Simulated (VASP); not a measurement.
**ZrO2: single point with LDA**

The system is ZrO2.

```
Zr O
1.0
     3.54750    0.00000    0.00000
     0.00000    3.54750    0.00000
     0.00000    0.00000    5.10703
Zr O
2 4
Direct
  0.00000 0.00000 0.00000
  0.50000 0.50000 0.50000
  0.00000 0.50000 0.20300
  0.00000 0.50000 0.70300
  0.50000 0.00000 0.29700
  0.50000 0.00000 0.79700
```

- Program: VASP 6.6.1
- Task: single point
- Functional: LDA
- Potentials or basis: VASP PAW LDA potentials, release 64 (Zr_sv, O)
- Cutoff: 600 eV
- k mesh: 6 × 6 × 4
- Occupations: gaussian, width 0.01 eV
- Spin: no spin polarisation
- Dipole correction: no
- Further INCAR settings: ALGO = Normal; EDIFF = 1e-06; NBANDS = 33

```json
{
 "Pressure": "3.4 GPa",
 "Largest force": "0.156 eV/Å",
 "Band gap on the k mesh": "4.02 eV (least direct gap 4.13 eV)"
}
```

Forces in eV/Å, atoms in the order of the input:
```
Zr   0.000  0.000  0.000
Zr   0.000  0.000  0.000
O    0.000  0.000  0.156
O    0.000  0.000  0.156
O    0.000  0.000 -0.156
O    0.000  0.000 -0.156
```

Stress tensor (GPa, compression positive):
```
3.51 0.00 0.00
0.00 3.51 0.00
0.00 0.00 3.24
```

Levels at points of the mesh, in eV from the valence-band top:
```csv
k point,band 22,band 23,band 24,band 25,band 26,band 27
"(0.00, 0.00, 0.00)",-0.16,-0.16,-0.11,4.02,4.56,5.22
"(0.50, 0.00, 0.00)",-1.51,-0.11,-0.11,4.48,4.48,5.53
"(0.50, 0.50, 0.00)",-0.92,-0.31,-0.31,5.23,5.23,5.45
"(0.00, 0.00, 0.50)",-0.45,-0.06,-0.06,4.64,4.64,5.28
"(0.50, 0.00, 0.50)",-1.32,-0.95,-0.95,4.61,4.61,4.89
"(0.50, 0.50, 0.50)",-1.45,-0.05,-0.05,5.30,5.30,5.70
```

Run time: 65 s on 1 thread of Intel Xeon 8259CL, on a shared host, peak memory 0.19 GiB.

Caveat: the cell stands under pressure. Expect the measured gap to be larger: semilocal functionals such as LDA lack the derivative discontinuity.
